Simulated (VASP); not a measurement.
A run of VASP 6.6.1 is set up as follows.

INCAR

```
SYSTEM = Co
PREC = Accurate ; ENCUT = 520
EDIFF = 1E-6 ; ISMEAR = -1
SIGMA = 0.05 ; LREAL = .FALSE.
LASPH = .TRUE. ; NELM = 150
ALGO = Normal ; ISIF = 2
LWAVE = .FALSE. ; LCHARG = .TRUE.
ISPIN = 2 ; MAGMOM = 1.933
LORBIT = 11 ; LMAXMIX = 4
GGA = RE ; LELF = .TRUE.
LVHAR = .TRUE. ; NBANDS = 14
```

The input KPOINTS:

```
Automatic mesh
0
G
  15 15 15
  0 0 0
```

The input POSCAR:

```
Co
1.0
    2.2938608889      0.0000000000      0.0000000000
    0.0000000000      2.2938608889      0.0000000000
    0.0000000000      0.0000000000      2.2938608889
Co
1
Direct
    0.0000000000      0.0000000000      0.0000000000
```

Potentials or basis: VASP PAW PBE potentials, release 64 (Co).

The run is started by

```bash
$ cat potpaw_PBE.64/Co/POTCAR > POTCAR
$ mpirun -np 1 vasp_std > vasp.out
```

Question: Estimate the pressure.

Answer: 11.8 GPa.

Question: Estimate the net moment.

Answer: 1.77 μB per cell.

Question: Predict the site moments.

Answer: Co +1.77 μB.

Caveat: the PAW data sets were made with another functional, which shifts forces and pressure a little.
